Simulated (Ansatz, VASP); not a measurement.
**One calculation of PbF2, two programs**

Contents of INCAR:

```
SYSTEM = PbF2
  PREC = Accurate
  ENCUT = 600
  EDIFF = 1E-6
  ISMEAR = -1
  SIGMA = 0.05
  LREAL = .FALSE.
  LASPH = .TRUE.
  NELM = 120
  ALGO = Normal
  ISIF = 2
  LWAVE = .FALSE.
  LCHARG = .FALSE.
  GGA = B5
  ALDAX = 1.0
  AGGAX = 1.0
  AGGAC = 1.0
  ALDAC = 0.0
  NBANDS = 21
  GGA_COMPAT = .FALSE.
```

KPOINTS

```
Automatic mesh
0
G
  8 8 8
  0 0 0
```

POSCAR

```
PbF2
1.0
    0.0000000000      2.9636600000      2.9636600000
    2.9636600000      0.0000000000      2.9636600000
    2.9636600000      2.9636600000      0.0000000000
Pb F
1 2
Direct
    0.0000000000      0.0000000000      0.0000000000
    0.7500000000      0.7500000000      0.7500000000
    0.2500000000      0.2500000000      0.2500000000
```

input.yaml

```yaml
crystal:
  lattice:
    - [0.0, 2.96366, 2.96366]
    - [2.96366, 0.0, 2.96366]
    - [2.96366, 2.96366, 0.0]
  atoms:
    - { symbol: Pb, position: [0.0, 0.0, 0.0] }
    - { symbol: F, position: [0.75, 0.75, 0.75] }
    - { symbol: F, position: [0.25, 0.25, 0.25] }
hamiltonian:
  xc: blyp
  pseudopotentials: { kind: paw }
kpoints:
  mp_grid: { grid: [8, 8, 8] }
  band_path:
    path:
      - [[0.0, 0.0, 0.0], [0.5, 0.0, 0.5], [0.5, 0.25, 0.75], [0.375, 0.375, 0.75], [0.0, 0.0, 0.0], [0.5, 0.5, 0.5], [0.625, 0.25, 0.625], [0.5, 0.25, 0.75], [0.5, 0.5, 0.5], [0.375, 0.375, 0.75]]
      - [[0.625, 0.25, 0.625], [0.5, 0.0, 0.5]]
    npoints: 14
scf:
  occupations: { method: fermi_dirac, width: 0.05 }
  n_extra_bands: 7
output:
  forces: true
  stress: true
  eigenvalues: true
  fatbands: false
```

Alike in both runs: functional BLYP; k mesh 8 × 8 × 8; occupations fermi-dirac, width 0.05 eV; no spin polarisation.

```csv
,VASP,Ansatz
version,VASP 6.6.1,Ansatz 0.2.0
potentials or method,"VASP PAW PBE potentials, release 64 (Pb_d, F)",Ansatz PAW
plane-wave cutoff (eV),600,420
valence electrons in the cell,28,28
task,single point,band structure
```

|  | VASP | Ansatz | Ansatz less VASP |
| --- | --- | --- | --- |
| gap on the k mesh at the Fermi level (eV) | 4.49 | 4.51 | +0.026 |
| least direct gap on the mesh (eV) | 4.63 | 4.66 | +0.027 |
| pressure (GPa) | 5.0 | 5.0 | -0.02 |

VASP's potentials were made for PBE, not for BLYP.

Neither program's run includes spin-orbit coupling.
